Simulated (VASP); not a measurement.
# TiHg (P4/mmm) in VASP: notebook, part 2 of 2

VASP 6.6.1. Earlier steps stand in the parts before.

## 3. Single point, LDA

INCAR

```
ALGO = Normal
EDIFF = 1E-6
ENCUT = 520
ISIF = 2
ISMEAR = 0
LASPH = T
LCHARG = F
LREAL = F
LWAVE = F
NBANDS = 19
NELM = 100
PREC = Accurate
SIGMA = 0.01
```

KPOINTS

```
k-points
0
Gamma
  11 11 9
```

POSCAR

```
TiHg
1.0
    2.9688800000      0.0000000000      0.0000000000
    0.0000000000      2.9688800000      0.0000000000
    0.0000000000      0.0000000000      4.1509541636
Ti Hg
1 1
Direct
    0.5000000000      0.5000000000      0.5000000000
    0.0000000000      0.0000000000      0.0000000000
```

Potentials or basis: VASP PAW LDA potentials, release 64 (Ti_sv, Hg).

Launch:

```console
$ cat potpaw_LDA.64/Ti_sv/POTCAR potpaw_LDA.64/Hg/POTCAR > POTCAR
$ mpirun -np 1 vasp_std > vasp.out
```

OUTCAR:

```text
EDIFF = 1E-6
   ENCUT = 520
   ISIF = 2
   ISMEAR = 0
   LASPH = T
   LREAL = F
   NELM = 100
   PREC = Accurate

 ion  position               nearest neighbor table
   1  0.500  0.500  0.500-   2 2.95   2 2.95   2 2.95   2 2.95   2 2.95   2 2.95   2 2.95   2 2.95

   2  0.000  0.000  0.000-   1 2.95   1 2.95   1 2.95   1 2.95   1 2.95   1 2.95   1 2.95   1 2.95

  LATTYP: Found a simple tetragonal cell.
 ALAT       =     2.9688800000
 C/A-ratio  =     1.3981549149

  Lattice vectors:

 A1 = (   2.9688800000,   0.0000000000,   0.0000000000)
 A2 = (   0.0000000000,   2.9688800000,   0.0000000000)
 A3 = (   0.0000000000,   0.0000000000,   4.1509541636)

Analysis of symmetry for initial positions (statically):
=====================================================================
 Subroutine PRICEL returns:
 Original cell was already a primitive cell.

 Routine SETGRP: Setting up the symmetry group for a
 simple tetragonal supercell.

 Subroutine GETGRP returns: Found 16 space group operations
 (whereof 16 operations were pure point group operations)
 out of a pool of 16 trial point group operations.

The static configuration has the point symmetry D_4h.

Analysis of symmetry for dynamics (positions and initial velocities):
=====================================================================
 Subroutine PRICEL returns:
 Original cell was already a primitive cell.

 Routine SETGRP: Setting up the symmetry group for a
 simple tetragonal supercell.

 Subroutine GETGRP returns: Found 16 space group operations
 (whereof 16 operations were pure point group operations)
 out of a pool of 16 trial point group operations.

The dynamic configuration has the point symmetry D_4h.

 Subroutine INISYM returns: Found 16 space group operations
 (whereof 16 operations are pure point group operations),
 and found     1 'primitive' translations
[... 103 lines left out ...]
   POTIM  = 0.5000    time-step for ionic-motion
   TEBEG  =    0.0;   TEEND  =   0.0 temperature during run
   PSTRESS=    0.0 pullay stress
   NELECT =      24.0000    total number of electrons
   NUPDOWN=      -1.0000    fix difference up-down
   EMIN   =  10.00;   EMAX   =-10.00  energy-range for DOS
   EFERMI =   0.00;   METHOD = LEGACY
   ISMEAR =     0;   SIGMA  =   0.01  broadening in eV -4-tet -1-fermi 0-gaus
   EFERMI_NEDOS =   21; number of points for ismear=-14 and -15
   IALGO  =     38    algorithm
   IMIX   =      4    mixing-type and parameters
     AMIX     =   0.40;   BMIX     =  1.00
     AMIX_MAG =   1.60;   BMIX_MAG =  1.00
  volume/ion in A,a.u.               =      18.29       123.45
  Fermi-wavevector in a.u.,A,eV,Ry     =   1.422441  2.688023 27.529178  2.023338
  Thomas-Fermi vector in A             =   2.543144
   LORBIT       =      0    0 simple, 1 ext, 2 COOP (PROOUT), +10 PAW based schemes
   GGA     = CA    functional components
   LHFCALC =     F    Hartree Fock is set to
   AEXX    =    0.0000 exact exchange contribution
   IVDW    =     0    specifies the selected vdW correction
   LEPSILON=     F    determine dielectric tensor
   LRPA    =     F    only Hartree local field effects (RPA)
 non-spin polarized calculation
 Gauss-broadening in eV      SIGMA  =   0.01
  energy-cutoff  :      520.00
  volume of cell :       36.59
 maximum number of plane-waves:      1009
 NGX is ok and might be reduce to    24

 number of electron      23.9999993 magnetization

 Free energy of the ion-electron system (eV)
  ---------------------------------------------------
  ext. energy  EPLUGINS =         0.00000000
  ---------------------------------------------------
  free energy    TOTEN  =        -9.80730828 eV

  energy without entropy =       -9.80707432  energy(sigma->0) =       -9.80719130

 E-fermi :   6.2122     XC(G=0): -12.0719

 val. band max:        6.2070533168   @ k =   0.2727   0.2727   0.0000
 cond. band min:       6.2134486567   @ k =   0.2727   0.0909   0.4444
 fundamental gap:      0.0063953400
 Fermi energy:         6.2122492036

 k-point     1 :       0.0000    0.0000    0.0000
  band No.  band energies     occupation
      1     -50.1426      2.00000
      2     -26.9353      2.00000
      3     -26.5452      2.00000
      4     -26.5452      2.00000
      5      -3.2312      2.00000
      6      -2.4341      2.00000
[... 505 lines left out ...]
      6      -1.9584      2.00000
[... 11 lines left out ...]
     18      14.4811      0.00000
     19      16.7417      0.00000

 [... further k-points ...]
[... 5 lines left out ...]
  --------------------------------------------------------------------------------------
  -------------------------------------------------------------------------------------
  Total       -1.3080160     -1.3080160     -1.5834928      0.0000000     -0.0000000      0.0000000
  in kB      -57.2783408    -57.2783408    -69.3415343      0.0000000     -0.0000000      0.0000000
  external PRESSURE =     -61.2994053 kB  Pullay stress =       0.0000000 kB

 VOLUME and BASIS-vectors are now :
 -----------------------------------------------------------------------------
  energy-cutoff  :      520.00
  volume of cell :       36.59
      direct lattice vectors                 reciprocal lattice vectors
     2.968880000  0.000000000  0.000000000     0.336827356  0.000000000  0.000000000
     0.000000000  2.968880000  0.000000000     0.000000000  0.336827356  0.000000000
     0.000000000  0.000000000  4.150954164     0.000000000  0.000000000  0.240908466

 POSITION                                       TOTAL-FORCE (eV/Angst)
 -----------------------------------------------------------------------------------
      1.48444      1.48444      2.07548         0.000000      0.000000      0.000000
      0.00000      0.00000      0.00000         0.000000      0.000000      0.000000
 -----------------------------------------------------------------------------------
    total drift:                                0.000000      0.000000     -0.000000

  FREE ENERGIE OF THE ION-ELECTRON SYSTEM (eV)
  ---------------------------------------------------
  free  energy   TOTEN  =        -9.8073082758 eV

  energy  without entropy=       -9.8070743206  energy(sigma->0) =       -9.80719130
```

stdout:

```text
POSCAR found type information on POSCAR TiHg
 POSCAR found :  2 types and       2 ions
 scaLAPACK will be used
 LDA part: xc-table for (Slater(with rela. corr.)+CA(PZ))
 , standard interpolation
 POSCAR, INCAR and KPOINTS ok, starting setup
 FFT: planning ... GRIDC
 FFT: planning ... GRID_SOFT
 FFT: planning ... GRID
 WAVECAR not read
 entering main loop
```

Run time: 48 s. Hardware: 1 thread of Intel Xeon Platinum 8259CL at 2.50GHz (Skylake/Cascade Lake), shared host; peak memory 0.19 GiB.

What came out:

| Item | Value |
| --- | --- |
| Free energy | -9.8073 eV |
| Pressure | -6.1 GPa |
| Band gap on the k mesh | zero (bands 12 and 13 overlap by 1.11 eV) |

Caveat: the cell stands under tension; spin-orbit coupling is left out, which moves the levels of the heavy elements.

## 4. Single point, LDA

This run uses another cell than the first one, of the same volume but with other edges.

INCAR

```
PREC = Accurate
ENCUT = 520
EDIFF = 1E-6
ISMEAR = 0
SIGMA = 0.01
LREAL = False
LASPH = True
NELM = 60
ALGO = Normal
ISIF = 2
LWAVE = False
LCHARG = False
GGA = CA
NBANDS = 19
```

KPOINTS

```
Automatic mesh
0
Gamma
  11 11 9
```

POSCAR

```
TiHg
1.0
    2.9889400000      0.0000000000      0.0000000000
    0.0000000000      2.9889400000      0.0000000000
    0.0000000000      0.0000000000      4.0954236296
Ti Hg
1 1
Direct
    0.5000000000      0.5000000000      0.5000000000
    0.0000000000      0.0000000000      0.0000000000
```

Potentials or basis: VASP PAW LDA potentials, release 64 (Ti_sv, Hg).

Launch:

```console
$ cat potpaw_LDA.64/Ti_sv/POTCAR potpaw_LDA.64/Hg/POTCAR > POTCAR
$ mpirun -np 1 vasp_std > vasp.out
```

OUTCAR:

```text
PREC = Accurate
   ENCUT = 520
   EDIFF = 1E-6
   ISMEAR = 0
   LREAL = False
   LASPH = True
   NELM = 60
   ISIF = 2
   GGA = CA

 ion  position               nearest neighbor table
   1  0.500  0.500  0.500-   2 2.94   2 2.94   2 2.94   2 2.94   2 2.94   2 2.94   2 2.94   2 2.94

   2  0.000  0.000  0.000-   1 2.94   1 2.94   1 2.94   1 2.94   1 2.94   1 2.94   1 2.94   1 2.94

  LATTYP: Found a simple tetragonal cell.
 ALAT       =     2.9889400000
 C/A-ratio  =     1.3701926534

  Lattice vectors:

 A1 = (   2.9889400000,   0.0000000000,   0.0000000000)
 A2 = (   0.0000000000,   2.9889400000,   0.0000000000)
 A3 = (   0.0000000000,   0.0000000000,   4.0954236296)

Analysis of symmetry for initial positions (statically):
=====================================================================
 Subroutine PRICEL returns:
 Original cell was already a primitive cell.

 Routine SETGRP: Setting up the symmetry group for a
 simple tetragonal supercell.

 Subroutine GETGRP returns: Found 16 space group operations
 (whereof 16 operations were pure point group operations)
 out of a pool of 16 trial point group operations.

The static configuration has the point symmetry D_4h.

Analysis of symmetry for dynamics (positions and initial velocities):
=====================================================================
 Subroutine PRICEL returns:
 Original cell was already a primitive cell.

 Routine SETGRP: Setting up the symmetry group for a
 simple tetragonal supercell.

 Subroutine GETGRP returns: Found 16 space group operations
 (whereof 16 operations were pure point group operations)
 out of a pool of 16 trial point group operations.

The dynamic configuration has the point symmetry D_4h.

 Subroutine INISYM returns: Found 16 space group operations
 (whereof 16 operations are pure point group operations),
 and found     1 'primitive' translations

----------------------------------------------------------------------------------------

                                     Primitive cell

  volume of cell :      36.5875

  direct lattice vectors                    reciprocal lattice vectors
     2.988940000  0.000000000  0.000000000     0.334566769  0.000000000  0.000000000
     0.000000000  2.988940000  0.000000000     0.000000000  0.334566769  0.000000000
     0.000000000  0.000000000  4.095423630     0.000000000  0.000000000  0.244174984

  length of vectors
     2.988940000  2.988940000  4.095423630     0.334566769  0.334566769  0.244174984

  position of ions in fractional coordinates (direct lattice)
     0.500000000  0.500000000  0.500000000
     0.000000000  0.000000000  0.000000000

  ion indices of the primitive-cell ions
   primitive index   ion index
                 1           1
                 2           2

----------------------------------------------------------------------------------------

 KPOINTS: Automatic mesh

Automatic generation of k-mesh.
 Grid dimensions read from file:
 generate k-points for:   11   11    9

 Generating k-lattice:

  Cartesian coordinates                     Fractional coordinates (reciprocal lattice)
     0.030415161  0.000000000  0.000000000     0.090909091  0.000000000  0.000000000
     0.000000000  0.030415161  0.000000000     0.000000000  0.090909091  0.000000000
     0.000000000  0.000000000  0.027130554     0.000000000  0.000000000  0.111111111

  Length of vectors
     0.030415161  0.030415161  0.027130554

  Shift w.r.t. Gamma in fractional coordinates (k-lattice)
     0.000000000  0.000000000  0.000000000

 Subroutine IBZKPT returns following result:
 ===========================================

 Found    105 irreducible k-points:

 Following reciprocal coordinates:
            Coordinates               Weight
  0.000000  0.000000  0.000000      1.000000
  0.090909  0.000000  0.000000      4.000000
  0.181818  0.000000  0.000000      4.000000
  0.272727  0.000000  0.000000      4.000000
  0.363636  0.000000  0.000000      4.000000
  0.454545  0.000000  0.000000      4.000000
[... 16 lines left out ...]
  0.090909  0.000000  0.111111      8.000000
  0.181818  0.000000  0.111111      8.000000
 [... further k-points ...]
   k-points           NKPTS =    105   k-points in BZ     NKDIM =    105   number of bands    NBANDS=     19
   number of dos      NEDOS =    301   number of ions     NIONS =      2
   total plane-waves  NPLWV =  17280
   dimension x,y,z NGX =    24 NGY =   24 NGZ =   30
   dimension x,y,z NGXF=    48 NGYF=   48 NGZF=   60
   ions per type =               1   1
   NGX,Y,Z   is equivalent  to a cutoff of  13.35, 13.35, 12.18 a.u.
   NGXF,Y,Z  is equivalent  to a cutoff of  26.70, 26.70, 24.36 a.u.
 SYSTEM =  unknown system
   PREC   = accura    normal or accurate (medium, high low for compatibility)
   ISTART =      0    job   : 0-new  1-cont  2-samecut
   ICHARG =      2    charge: 1-file 2-atom 10-const
   ISPIN  =      1    spin polarized calculation?
   LNONCOLLINEAR =      F non collinear calculations
   LSORBIT =      F    spin-orbit coupling
   LASPH  =      T    aspherical Exc in radial PAW
   ENCUT  =  520.0 eV  38.22 Ry    6.18 a.u.   5.56  5.56  7.61*2*pi/ulx,y,z
   NELM   =     60;   NELMIN=  2; NELMDL= -5     # of ELM steps
   EDIFF  = 0.1E-05   stopping-criterion for ELM
   LREAL  =      F    real-space projection
   EDIFFG = 0.1E-04   stopping-criterion for IOM
   NSW    =      0    number of steps for IOM
   IBRION =     -1    ionic relax: 0-MD 1-quasi-New 2-CG
   NFREE  =      0    steps in history (QN), initial steepest desc. (CG)
   ISIF   =      2    stress and relaxation
   ISYM   =      2    0-nonsym 1-usesym 2-fastsym
   POTIM  = 0.5000    time-step for ionic-motion
   TEBEG  =    0.0;   TEEND  =   0.0 temperature during run
   PSTRESS=    0.0 pullay stress
   NELECT =      24.0000    total number of electrons
   NUPDOWN=      -1.0000    fix difference up-down
   EMIN   =  10.00;   EMAX   =-10.00  energy-range for DOS
   EFERMI =   0.00;   METHOD = LEGACY
   ISMEAR =     0;   SIGMA  =   0.01  broadening in eV -4-tet -1-fermi 0-gaus
   EFERMI_NEDOS =   21; number of points for ismear=-14 and -15
   IALGO  =     38    algorithm
   IMIX   =      4    mixing-type and parameters
     AMIX     =   0.40;   BMIX     =  1.00
     AMIX_MAG =   1.60;   BMIX_MAG =  1.00
  volume/ion in A,a.u.               =      18.29       123.45
  Fermi-wavevector in a.u.,A,eV,Ry     =   1.422441  2.688023 27.529178  2.023338
  Thomas-Fermi vector in A             =   2.543144
   LORBIT       =      0    0 simple, 1 ext, 2 COOP (PROOUT), +10 PAW based schemes
   GGA     = CA    functional components
   LHFCALC =     F    Hartree Fock is set to
   AEXX    =    0.0000 exact exchange contribution
   IVDW    =     0    specifies the selected vdW correction
   LEPSILON=     F    determine dielectric tensor
   LRPA    =     F    only Hartree local field effects (RPA)
 non-spin polarized calculation
 Gauss-broadening in eV      SIGMA  =   0.01
  energy-cutoff  :      520.00
  volume of cell :       36.59
 maximum number of plane-waves:      1007
 NGX is ok and might be reduce to    24

 number of electron      23.9999994 magnetization

 Free energy of the ion-electron system (eV)
  ---------------------------------------------------
  ext. energy  EPLUGINS =         0.00000000
  ---------------------------------------------------
  free energy    TOTEN  =        -9.80865309 eV

  energy without entropy =       -9.80845593  energy(sigma->0) =       -9.80855451

 E-fermi :   6.2064     XC(G=0): -12.0725

 val. band max:        6.2038600118   @ k =   0.3636   0.2727   0.1111
 cond. band min:       6.2106113356   @ k =   0.2727   0.0000   0.1111
 fundamental gap:      0.0067513238
 Fermi energy:         6.2063854064

 k-point     1 :       0.0000    0.0000    0.0000
  band No.  band energies     occupation
      1     -50.1513      2.00000
      2     -26.9348      2.00000
      3     -26.5685      2.00000
      4     -26.5685      2.00000
      5      -3.1967      2.00000
      6      -2.3927      2.00000
[... 11 lines left out ...]
     18      15.0971      0.00000
     19      15.0971      0.00000

 k-point     2 :       0.0909    0.0000    0.0000
  band No.  band energies     occupation
      1     -50.1488      2.00000
      2     -26.9326      2.00000
      3     -26.5917      2.00000
      4     -26.5666      2.00000
      5      -3.0278      2.00000
      6      -2.3097      2.00000
[... 476 lines left out ...]
 k-point    24 :       0.1818    0.0000    0.1111
  band No.  band energies     occupation
      1     -50.1421      2.00000
      2     -26.9282      2.00000
      3     -26.6537      2.00000
      4     -26.5614      2.00000
      5      -2.6049      2.00000
      6      -1.9339      2.00000
[... 11 lines left out ...]
     18      14.7200      0.00000
     19      16.5239      0.00000

 [... further k-points ...]
[... 5 lines left out ...]
  --------------------------------------------------------------------------------------
  -------------------------------------------------------------------------------------
  Total       -1.4202461     -1.4202461     -1.3217939      0.0000000      0.0000000      0.0000000
  in kB      -62.1929200    -62.1929200    -57.8816755      0.0000000      0.0000000      0.0000000
  external PRESSURE =     -60.7558385 kB  Pullay stress =       0.0000000 kB

 VOLUME and BASIS-vectors are now :
 -----------------------------------------------------------------------------
  energy-cutoff  :      520.00
  volume of cell :       36.59
      direct lattice vectors                 reciprocal lattice vectors
     2.988940000  0.000000000  0.000000000     0.334566769  0.000000000  0.000000000
     0.000000000  2.988940000  0.000000000     0.000000000  0.334566769  0.000000000
     0.000000000  0.000000000  4.095423630     0.000000000  0.000000000  0.244174984

 POSITION                                       TOTAL-FORCE (eV/Angst)
 -----------------------------------------------------------------------------------
      1.49447      1.49447      2.04771         0.000000      0.000000      0.000000
      0.00000      0.00000      0.00000         0.000000      0.000000      0.000000
 -----------------------------------------------------------------------------------
    total drift:                                0.000000      0.000000     -0.000000

  FREE ENERGIE OF THE ION-ELECTRON SYSTEM (eV)
  ---------------------------------------------------
  free  energy   TOTEN  =        -9.8086530932 eV

  energy  without entropy=       -9.8084559327  energy(sigma->0) =       -9.80855451
```

OSZICAR:

```text
N       E                     dE             d eps       ncg     rms          rms(c)
DAV:   1     0.235424496150E+03    0.23542E+03   -0.13074E+04  4022   0.145E+03
DAV:   2     0.477384172482E+01   -0.23065E+03   -0.22454E+03  4065   0.400E+02
DAV:   3    -0.105739166066E+02   -0.15348E+02   -0.15154E+02  6427   0.964E+01
DAV:   4    -0.111116246816E+02   -0.53771E+00   -0.53284E+00  4759   0.143E+01
DAV:   5    -0.111231335325E+02   -0.11509E-01   -0.11504E-01  4642   0.203E+00    0.992E+00
DAV:   6    -0.994285993491E+01    0.11803E+01   -0.43245E+00  4250   0.201E+01    0.364E+00
DAV:   7    -0.984113671449E+01    0.10172E+00   -0.60914E-01  4502   0.741E+00    0.355E+00
DAV:   8    -0.981245379869E+01    0.28683E-01   -0.94512E-02  4447   0.267E+00    0.149E+00
DAV:   9    -0.980859745908E+01    0.38563E-02   -0.11018E-02  4503   0.115E+00    0.155E-01
DAV:  10    -0.980867163553E+01   -0.74176E-04   -0.77200E-04  5709   0.209E-01    0.848E-02
DAV:  11    -0.980865004429E+01    0.21591E-04   -0.88757E-05  4733   0.778E-02    0.336E-02
DAV:  12    -0.980865324297E+01   -0.31987E-05   -0.13257E-05  4348   0.295E-02    0.366E-03
DAV:  13    -0.980865309321E+01    0.14976E-06   -0.91540E-07  3229   0.685E-03
   1 F= -.98086531E+01 E0= -.98085545E+01  d E =-.197161E-03
```

stdout:

```text
POSCAR found type information on POSCAR TiHg
 POSCAR found :  2 types and       2 ions
 scaLAPACK will be used
 LDA part: xc-table for (Slater(with rela. corr.)+CA(PZ))
 , standard interpolation
 POSCAR, INCAR and KPOINTS ok, starting setup
 FFT: planning ... GRIDC
 FFT: planning ... GRID_SOFT
 FFT: planning ... GRID
 WAVECAR not read
 entering main loop
```

Wall time 44 s (1 thread of Intel Xeon Platinum 8259CL at 2.50GHz (Skylake/Cascade Lake), shared host); peak memory 0.19 GiB.

What came out:

```yaml
Free_energy: -9.8087 eV
Pressure: -6.1 GPa
Band_gap_on_the_k_mesh: zero (bands 12 and 13 overlap by 1.13 eV)
```

Levels at points of the mesh, in eV from the Fermi level:
| k point | band 8 | band 9 | band 10 | band 11 | band 12 | band 13 | band 14 | band 15 | band 16 | band 17 |
| --- | --- | --- | --- | --- | --- | --- | --- | --- | --- | --- |
| (0.00, 0.00, 0.00) | -6.98 | -6.98 | -6.48 | -0.47 | -0.36 | 1.05 | 1.96 | 1.96 | 2.51 | 7.21 |

Caveat: the cell stands under tension; spin-orbit coupling is left out, which moves the levels of the heavy elements.

## 5. Summary

```tsv
cell	gap on the mesh (eV)	pressure (GPa)
a = 2.949, b = 2.949, c = 4.208 Å, 2 atoms	none	-6.2
a = 2.969, b = 2.969, c = 4.151 Å, 2 atoms	none	-6.1
a = 2.989, b = 2.989, c = 4.095 Å, 2 atoms	none	-6.1
```

Alike in all rows: task single point; level LDA; potentials or basis VASP PAW LDA potentials, release 64 (Ti_sv, Hg); no spin polarisation; k mesh 11 × 11 × 9; cutoff (eV) 520; smearing gaussian 0.01 eV.

Caveats: the cell stands under tension; spin-orbit coupling is left out, which moves the levels of the heavy elements.

Total energies depend on the potentials used, so only differences within one code and one set of settings carry meaning.
